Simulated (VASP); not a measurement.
# La: single point with PBE

Crystal: La.

```
La
1.0
     2.97312    0.00000    0.00000
     0.00000    2.97312    0.00000
     0.00000    0.00000    2.97312
La
1
Direct
  0.00000 0.00000 0.00000
```

| Quantity | Value |
| --- | --- |
| Program | VASP 6.6.1 |
| Task | single point |
| Functional | PBE |
| Potentials or basis | VASP PAW PBE potentials, release 64 (La) |
| Cutoff | 520 eV |
| k mesh | 13 × 13 × 13 |
| Occupations | fermi-dirac, width 0.1 eV |
| Spin | no spin polarisation |

The pressure is 15.0 GPa.

Levels at points of the mesh, in eV from the Fermi level:
```
           k point  band 2  band 3  band 4  band 5  band 6  band 7  band 8  band 9
(0.00, 0.00, 0.00)  -14.65  -14.65  -14.65   -2.22   -1.79   -1.79    2.58    2.58
```

Run time: 19 s on 1 thread of Intel(R) Xeon(R) Platinum 8259CL CPU @ 2.50GHz (Skylake/Cascade Lake), on a shared host, peak memory 0.17 GiB.

Caveat: spin-orbit coupling is left out, which moves the levels of the heavy elements.
